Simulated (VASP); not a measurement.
Set up this calculation in VASP 6.6.1, as the native input.

| Property | Result |
| --- | --- |
| Task | single point |
| Functional | PBE |
| Dispersion | D3(BJ) |
| Potentials or basis | VASP PAW PBE potentials, release 64 (Zr_sv, Se, H) |
| Cutoff | 500 eV |
| k mesh | 12 × 12 × 6 |
| Occupations | gaussian, width 0.1 eV |
| Spin | no spin polarisation |
| Dipole correction | no |
| Further INCAR settings | ALGO = Normal; EDIFF = 1e-06; NBANDS = 20 |

The structure of ZrHSe2 lies in POSCAR:

```
ZrHSe2
1.0
    3.7983326261      0.0000000000      0.0000000000
   -1.8991663131      3.2894525462      0.0000000000
    0.0000000000      0.0000000000      5.4843189347
Zr Se H
1 2 1
Direct
    0.0000000000      0.0000000000      0.0000000000
    0.3333333333      0.6666666667      0.2854419268
    0.6666666667      0.3333333333      0.7145580732
    0.0000000000      0.0000000000      0.5000000000
```

The input as run:

INCAR

```
PREC = Accurate
ENCUT = 500
EDIFF = 1E-6
ISMEAR = 0
SIGMA = 0.1
LREAL = F
LASPH = T
NELM = 120
ALGO = Normal
ISIF = 2
LWAVE = F
LCHARG = T
GGA = PE
IVDW = 12
LELF = T
LVHAR = T
NBANDS = 20
GGA_COMPAT = F
```

KPOINTS

```
regular mesh
0
Gamma
  12 12 6
```

Potentials or basis: VASP PAW PBE potentials, release 64 (Zr_sv, Se, H).

Command:

```sh
$ cat potpaw_PBE.64/Zr_sv/POTCAR potpaw_PBE.64/Se/POTCAR potpaw_PBE.64/H/POTCAR > POTCAR
$ mpirun -np 1 vasp_std > vasp.out
```

Results of the run:

```yaml
Pressure: 0.1 GPa
Largest_force: 0.014 eV/Å
Band_gap_on_the_k_mesh: zero (an odd number of electrons rules out a gap without spin polarisation)
Dispersion_energy_per_atom: -0.381 eV
```

Wall time 61 s on 1 thread of Intel(R) Xeon(R) 6975P-C (Granite Rapids) (shared host), peak memory 0.28 GiB.
